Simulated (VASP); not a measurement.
# KBr (Pm-3m) in VASP: further runs

KBr is run at these levels: revPBE; tasks: single point.

Everything below comes from runs of VASP 6.6.1. Logs are shortened: lines on timing, memory, paths and dates and some standing lists are left out, and cuts for length are marked.

**1. The cell of the first run**

The structure is cubic, space group Pm-3m (No. 221). Conventional cell: a = 3.904 Å, b = 3.904 Å, c = 3.904 Å, α = 90.00°, β = 90.00°, γ = 90.00°. K (site symmetry m-3m) has 8 Br at 3.38 Å and 6 K at 3.90 Å within 4.4 Å. Within 4.4 Å of Br (site symmetry m-3m) lie 8 K at 3.38 Å and 6 Br at 3.90 Å.

**2. Single point, revPBE**

Contents of INCAR:

```
SYSTEM = KBr
PREC     = Accurate       ! precision mode
ENCUT    = 500            ! plane-wave cutoff, eV
EDIFF    = 1E-6           ! SCF threshold, eV
ISMEAR   = 1              ! smearing method
SIGMA    = 0.02           ! smearing width, eV
LREAL    = .FALSE.        ! projectors in reciprocal space
LASPH    = .TRUE.         ! aspherical terms in the spheres
NELM     = 120            ! most SCF steps
ALGO     = Normal         ! electronic algorithm
ISIF     = 2              ! what is computed and relaxed
LWAVE    = .FALSE.        ! write WAVECAR
LCHARG   = .FALSE.        ! write CHGCAR
GGA      = RE             ! functional
NBANDS   = 15             ! bands
GGA_COMPAT= .FALSE.
```

Contents of KPOINTS:

```
Automatic mesh
0
G
  4 4 4
  0 0 0
```

Contents of POSCAR:

```
KBr
1.0
    3.9039553612      0.0000000000      0.0000000000
    0.0000000000      3.9039553612      0.0000000000
    0.0000000000      0.0000000000      3.9039553612
K Br
1 1
Direct
    0.0000000000      0.0000000000      0.0000000000
    0.5000000000      0.5000000000      0.5000000000
```

Potentials or basis: VASP PAW PBE potentials, release 64 (K_sv, Br).

Launch:

```bash
$ cat potpaw_PBE.64/K_sv/POTCAR potpaw_PBE.64/Br/POTCAR > POTCAR
$ mpirun -np 1 vasp_std > vasp.out
```

OUTCAR:

```text
SYSTEM = KBr
   PREC = Accurate
   ENCUT = 500
   EDIFF = 1E-6
   ISMEAR = 1
   LREAL = .FALSE.
   LASPH = .TRUE.
   NELM = 120
   ISIF = 2
   GGA = RE

 ion  position               nearest neighbor table
   1  0.000  0.000  0.000-
   2  0.500  0.500  0.500-

  LATTYP: Found a simple cubic cell.
 ALAT       =     3.9039553612

  Lattice vectors:

 A1 = (   3.9039553612,   0.0000000000,   0.0000000000)
 A2 = (   0.0000000000,   3.9039553612,   0.0000000000)
 A3 = (   0.0000000000,   0.0000000000,   3.9039553612)

Analysis of symmetry for initial positions (statically):
=====================================================================
 Subroutine PRICEL returns:
 Original cell was already a primitive cell.

 Routine SETGRP: Setting up the symmetry group for a
 simple cubic supercell.

 Subroutine GETGRP returns: Found 48 space group operations
 (whereof 48 operations were pure point group operations)
 out of a pool of 48 trial point group operations.

The static configuration has the point symmetry O_h .

Analysis of symmetry for dynamics (positions and initial velocities):
=====================================================================
 Subroutine PRICEL returns:
 Original cell was already a primitive cell.

 Routine SETGRP: Setting up the symmetry group for a
 simple cubic supercell.

 Subroutine GETGRP returns: Found 48 space group operations
 (whereof 48 operations were pure point group operations)
 out of a pool of 48 trial point group operations.

The dynamic configuration has the point symmetry O_h .

 Subroutine INISYM returns: Found 48 space group operations
 (whereof 48 operations are pure point group operations),
 and found     1 'primitive' translations

----------------------------------------------------------------------------------------

                                     Primitive cell

  volume of cell :      59.4997

  direct lattice vectors                    reciprocal lattice vectors
     3.903955361  0.000000000  0.000000000     0.256150470  0.000000000  0.000000000
     0.000000000  3.903955361  0.000000000     0.000000000  0.256150470  0.000000000
     0.000000000  0.000000000  3.903955361     0.000000000  0.000000000  0.256150470

  length of vectors
     3.903955361  3.903955361  3.903955361     0.256150470  0.256150470  0.256150470

  position of ions in fractional coordinates (direct lattice)
     0.000000000  0.000000000  0.000000000
     0.500000000  0.500000000  0.500000000

[... 70 lines left out ...]
   TEBEG  =    0.0;   TEEND  =   0.0 temperature during run
   PSTRESS=    0.0 pullay stress
   NELECT =      16.0000    total number of electrons
   NUPDOWN=      -1.0000    fix difference up-down
   EMIN   =  10.00;   EMAX   =-10.00  energy-range for DOS
   EFERMI =   0.00;   METHOD = LEGACY
   ISMEAR =     1;   SIGMA  =   0.02  broadening in eV -4-tet -1-fermi 0-gaus
   EFERMI_NEDOS =   21; number of points for ismear=-14 and -15
   IALGO  =     38    algorithm
   IMIX   =      4    mixing-type and parameters
     AMIX     =   0.40;   BMIX     =  1.00
     AMIX_MAG =   1.60;   BMIX_MAG =  1.00
  volume/ion in A,a.u.               =      29.75       200.76
  Fermi-wavevector in a.u.,A,eV,Ry     =   1.056680  1.996835 15.191881  1.116572
  Thomas-Fermi vector in A             =   2.191924
   LORBIT       =      0    0 simple, 1 ext, 2 COOP (PROOUT), +10 PAW based schemes
   GGA     = RE    functional components
   LHFCALC =     F    Hartree Fock is set to
   AEXX    =    0.0000 exact exchange contribution
   IVDW    =     0    specifies the selected vdW correction
   LEPSILON=     F    determine dielectric tensor
   LRPA    =     F    only Hartree local field effects (RPA)
 non-spin polarized calculation
 Methfessel and Paxton  Order N= 1 SIGMA  =   0.02
  energy-cutoff  :      500.00
  volume of cell :       59.50
 maximum number of plane-waves:      1528
   NGX = 15   NGY = 15   NGZ = 15

 number of electron      16.0000002 magnetization

 Free energy of the ion-electron system (eV)
  ---------------------------------------------------
  ext. energy  EPLUGINS =         0.00000000
  ---------------------------------------------------
  free energy    TOTEN  =        -5.61161205 eV

  energy without entropy =       -5.61166641  energy(sigma->0) =       -5.61163017

 E-fermi :  -0.0887     XC(G=0):  -8.0272

 val. band max:       -0.1054950512   @ k =   0.5000   0.5000   0.0000
 cond. band min:       4.3620134395   @ k =   0.0000   0.0000   0.0000
 fundamental gap:      4.4675084907
 Fermi energy:        -0.0886574068

 k-point     1 :       0.0000    0.0000    0.0000
  band No.  band energies     occupation
      1     -28.7368      2.00000
      2     -13.0755      2.00000
      3     -12.1188      2.00000
      4     -12.1188      2.00000
      5     -12.1188      2.00000
      6      -0.3958      2.00000
      7      -0.3958      2.00000
      8      -0.3958      2.00000
      9       4.3620      0.00000
     10       5.7714      0.00000
     11       5.7714      0.00000
     12       9.8201      0.00000
     13       9.8201      0.00000
     14       9.8201      0.00000
[... 149 lines left out ...]
      2     -12.5887      2.00000
      3     -12.2615      2.00000
      4     -12.2615      2.00000
      5     -12.2615      2.00000
      6      -1.7822      2.00000
      7      -1.7822      2.00000
      8      -1.7822      2.00000
      9       7.7184      0.00000
     10       7.7184      0.00000
     11       7.7184      0.00000
     12       9.8100      0.00000
     13       9.8100      0.00000
     14       9.8100      0.00000
     15      11.4563      0.00000

------------------------ aborting loop because EDIFF is reached ----------------------------------------

  FORCE on cell =-STRESS in cart. coord.  units (eV):
  Direction    XX          YY          ZZ          XY          YZ          ZX
  --------------------------------------------------------------------------------------
  -------------------------------------------------------------------------------------
  Total        1.3453966      1.3453966      1.3453966      0.0000000      0.0000000     -0.0000000
  in kB       36.2281693     36.2281693     36.2281693      0.0000000      0.0000000     -0.0000000
  external PRESSURE =      36.2281693 kB  Pullay stress =       0.0000000 kB

 VOLUME and BASIS-vectors are now :
 -----------------------------------------------------------------------------
  energy-cutoff  :      500.00
  volume of cell :       59.50
      direct lattice vectors                 reciprocal lattice vectors
     3.903955361  0.000000000  0.000000000     0.256150470  0.000000000  0.000000000
     0.000000000  3.903955361  0.000000000     0.000000000  0.256150470  0.000000000
     0.000000000  0.000000000  3.903955361     0.000000000  0.000000000  0.256150470

 POSITION                                       TOTAL-FORCE (eV/Angst)
 -----------------------------------------------------------------------------------
      0.00000      0.00000      0.00000         0.000000      0.000000      0.000000
      1.95198      1.95198      1.95198         0.000000      0.000000      0.000000
 -----------------------------------------------------------------------------------
    total drift:                               -0.000000      0.000000      0.000000

  FREE ENERGIE OF THE ION-ELECTRON SYSTEM (eV)
  ---------------------------------------------------
  free  energy   TOTEN  =        -5.6116120548 eV

  energy  without entropy=       -5.6116664102  energy(sigma->0) =       -5.61163017
```

Run time: 4 s. Hardware: 1 thread of Intel Xeon 6975P-C (Granite Rapids), shared host; peak memory 0.15 GiB.

What came out:

```yaml
Free_energy: -5.6116 eV
Pressure: 3.6 GPa
Band_gap_on_the_k_mesh: 4.47 eV, indirect (least direct gap 4.76 eV)
```

Caveat: the PAW data sets were made with another functional, which shifts forces and pressure a little. A k mesh can miss the band edges.

**3. Single point, revPBE**

This run uses another cell than the first one, of 30.58 Å³/atom, 1.028 times its volume.

Contents of INCAR:

```
  ALGO = Normal
  EDIFF = 1E-6
  ENCUT = 500
  GGA = RE
  GGA_COMPAT = False
  ISIF = 2
  ISMEAR = 1
  LASPH = True
  LCHARG = True
  LELF = True
  LREAL = False
  LVHAR = True
  LWAVE = False
  NBANDS = 15
  NELM = 120
  PREC = Accurate
  SIGMA = 0.02
```

Contents of KPOINTS:

```
k-points
0
Gamma
  4 4 4
```

Contents of POSCAR:

```
KBr
1.0
    3.9397734661      0.0000000000      0.0000000000
    0.0000000000      3.9397734661      0.0000000000
    0.0000000000      0.0000000000      3.9397734661
K Br
1 1
Direct
    0.0000000000      0.0000000000      0.0000000000
    0.5000000000      0.5000000000      0.5000000000
```

Potentials or basis: VASP PAW PBE potentials, release 64 (K_sv, Br).

Launch:

```bash
$ cat potpaw_PBE.64/K_sv/POTCAR potpaw_PBE.64/Br/POTCAR > POTCAR
$ mpirun -np 1 vasp_std > vasp.out
```

OUTCAR:

```text
EDIFF = 1E-6
   ENCUT = 500
   GGA = RE
   ISIF = 2
   ISMEAR = 1
   LASPH = True
   LREAL = False
   NELM = 120
   PREC = Accurate

 ion  position               nearest neighbor table
   1  0.000  0.000  0.000-
   2  0.500  0.500  0.500-

  LATTYP: Found a simple cubic cell.
 ALAT       =     3.9397734661

  Lattice vectors:

 A1 = (   3.9397734661,   0.0000000000,   0.0000000000)
 A2 = (   0.0000000000,   3.9397734661,   0.0000000000)
 A3 = (   0.0000000000,   0.0000000000,   3.9397734661)

Analysis of symmetry for initial positions (statically):
=====================================================================
 Subroutine PRICEL returns:
 Original cell was already a primitive cell.

 Routine SETGRP: Setting up the symmetry group for a
 simple cubic supercell.

 Subroutine GETGRP returns: Found 48 space group operations
 (whereof 48 operations were pure point group operations)
 out of a pool of 48 trial point group operations.

The static configuration has the point symmetry O_h .

Analysis of symmetry for dynamics (positions and initial velocities):
=====================================================================
 Subroutine PRICEL returns:
 Original cell was already a primitive cell.

 Routine SETGRP: Setting up the symmetry group for a
 simple cubic supercell.

 Subroutine GETGRP returns: Found 48 space group operations
 (whereof 48 operations were pure point group operations)
 out of a pool of 48 trial point group operations.

The dynamic configuration has the point symmetry O_h .

 Subroutine INISYM returns: Found 48 space group operations
 (whereof 48 operations are pure point group operations),
 and found     1 'primitive' translations

----------------------------------------------------------------------------------------

                                     Primitive cell

  volume of cell :      61.1524
[... 101 lines left out ...]
   AEXX    =    0.0000 exact exchange contribution
   IVDW    =     0    specifies the selected vdW correction
   LEPSILON=     F    determine dielectric tensor
   LRPA    =     F    only Hartree local field effects (RPA)
 non-spin polarized calculation
 Methfessel and Paxton  Order N= 1 SIGMA  =   0.02
  energy-cutoff  :      500.00
  volume of cell :       61.15
 maximum number of plane-waves:      1596
 NGX is ok and might be reduce to    30
   NGX = 15   NGY = 15   NGZ = 15

 number of electron      15.9999998 magnetization

 Free energy of the ion-electron system (eV)
  ---------------------------------------------------
  ext. energy  EPLUGINS =         0.00000000
  ---------------------------------------------------
  free energy    TOTEN  =        -5.64527812 eV

  energy without entropy =       -5.64533248  energy(sigma->0) =       -5.64529624

 E-fermi :  -0.2387     XC(G=0):  -7.9039

 val. band max:       -0.2555217584   @ k =   0.5000   0.5000   0.0000
 cond. band min:       4.1171602308   @ k =   0.0000   0.0000   0.0000
 fundamental gap:      4.3726819892
 Fermi energy:        -0.2386841140

 k-point     1 :       0.0000    0.0000    0.0000
  band No.  band energies     occupation
      1     -28.9197      2.00000
      2     -13.1604      2.00000
      3     -12.3045      2.00000
      4     -12.3045      2.00000
      5     -12.3045      2.00000
      6      -0.5364      2.00000
      7      -0.5364      2.00000
      8      -0.5364      2.00000
      9       4.1172      0.00000
     10       5.6685      0.00000
     11       5.6685      0.00000
     12       9.6174      0.00000
     13       9.6174      0.00000
     14       9.6174      0.00000
[... 149 lines left out ...]
      2     -12.7090      2.00000
      3     -12.4358      2.00000
      4     -12.4358      2.00000
      5     -12.4358      2.00000
      6      -1.8521      2.00000
      7      -1.8521      2.00000
      8      -1.8521      2.00000
      9       7.5124      0.00000
     10       7.5124      0.00000
     11       7.5124      0.00000
     12       9.5446      0.00000
     13       9.5446      0.00000
     14       9.5446      0.00000
     15      11.1978      0.00000

------------------------ aborting loop because EDIFF is reached ----------------------------------------

  FORCE on cell =-STRESS in cart. coord.  units (eV):
  Direction    XX          YY          ZZ          XY          YZ          ZX
  --------------------------------------------------------------------------------------
  -------------------------------------------------------------------------------------
  Total        1.1052782      1.1052782      1.1052782      0.0000000      0.0000000      0.0000000
  in kB       28.9579921     28.9579921     28.9579921      0.0000000      0.0000000      0.0000000
  external PRESSURE =      28.9579921 kB  Pullay stress =       0.0000000 kB

 VOLUME and BASIS-vectors are now :
 -----------------------------------------------------------------------------
  energy-cutoff  :      500.00
  volume of cell :       61.15
      direct lattice vectors                 reciprocal lattice vectors
     3.939773466  0.000000000  0.000000000     0.253821700  0.000000000  0.000000000
     0.000000000  3.939773466  0.000000000     0.000000000  0.253821700  0.000000000
     0.000000000  0.000000000  3.939773466     0.000000000  0.000000000  0.253821700

 POSITION                                       TOTAL-FORCE (eV/Angst)
 -----------------------------------------------------------------------------------
      0.00000      0.00000      0.00000         0.000000      0.000000      0.000000
      1.96989      1.96989      1.96989         0.000000      0.000000      0.000000
 -----------------------------------------------------------------------------------
    total drift:                                0.000000      0.000000     -0.000000

  FREE ENERGIE OF THE ION-ELECTRON SYSTEM (eV)
  ---------------------------------------------------
  free  energy   TOTEN  =        -5.6452781209 eV

  energy  without entropy=       -5.6453324763  energy(sigma->0) =       -5.64529624
```

It took 5.4 s on 1 thread of Intel Xeon 6975P-C (Granite Rapids), shared host; peak memory 0.16 GiB.

Results:

* Free energy: -5.6453 eV
* Pressure: 2.9 GPa
* Band gap on the k mesh: 4.37 eV, indirect (least direct gap 4.65 eV)

Caveat: the PAW data sets were made with another functional, which shifts forces and pressure a little.

**4. Single point, revPBE**

This run uses another cell than the first one, of 31.40 Å³/atom, 1.056 times its volume.

Contents of INCAR:

```
ALGO = Normal ; EDIFF = 1E-6
ENCUT = 500 ; GGA = RE
GGA_COMPAT = F ; ISIF = 2
ISMEAR = 1 ; LASPH = T
LCHARG = T ; LELF = T
LREAL = F ; LVHAR = T
LWAVE = F ; NBANDS = 15
NELM = 120 ; PREC = Accurate
SIGMA = 0.02
```

KPOINTS is that of step 3.

Contents of POSCAR:

```
KBr
1.0
    3.9749518763      0.0000000000      0.0000000000
    0.0000000000      3.9749518763      0.0000000000
    0.0000000000      0.0000000000      3.9749518763
K Br
1 1
Direct
    0.0000000000      0.0000000000      0.0000000000
    0.5000000000      0.5000000000      0.5000000000
```

Launch:

```bash
$ cat potpaw_PBE.64/K_sv/POTCAR potpaw_PBE.64/Br/POTCAR > POTCAR
$ mpirun -np 1 vasp_std > vasp.out
```

Run time: 5.3 s. Hardware: 1 thread of Intel Xeon 6975P-C (Granite Rapids), shared host; peak memory 0.16 GiB.

Results (log left out):

```
Free energy            : -5.6721 eV
Pressure               : 2.3 GPa
Band gap on the k mesh : 4.29 eV, indirect (least direct gap 4.56 eV)
```

Levels at points of the mesh, in eV from the valence-band top:
| k point | band 6 | band 7 | band 8 | band 9 | band 10 | band 11 |
| --- | --- | --- | --- | --- | --- | --- |
| (0.00, 0.00, 0.00) | -0.27 | -0.27 | -0.27 | 4.29 | 5.97 | 5.97 |
| (0.50, 0.00, 0.00) | -2.05 | -0.25 | -0.25 | 6.89 | 7.37 | 8.14 |
| (0.50, 0.50, 0.00) | -1.46 | -1.46 | 0.00 | 5.45 | 6.69 | 8.17 |
| (0.50, 0.50, 0.50) | -1.52 | -1.52 | -1.52 | 7.71 | 7.71 | 7.71 |

Caveat: the PAW data sets were made with another functional, which shifts forces and pressure a little. A k mesh can miss the band edges.

**5. Overview**

| cell | gap on the mesh (eV) | pressure (GPa) |
| --- | --- | --- |
| a = 3.904 Å, 2 atoms | 4.47 | 3.6 |
| a = 3.940 Å, 2 atoms | 4.37 | 2.9 |
| a = 3.975 Å, 2 atoms | 4.29 | 2.3 |

Alike in all rows: task single point; level revPBE; potentials or basis VASP PAW PBE potentials, release 64 (K_sv, Br); no spin polarisation; k mesh 4 × 4 × 4; cutoff (eV) 500; smearing methfessel-paxton 0.02 eV.

Caveats: the PAW data sets were made with another functional, which shifts forces and pressure a little.

Absolute energies hang on the potentials; compare differences alone.
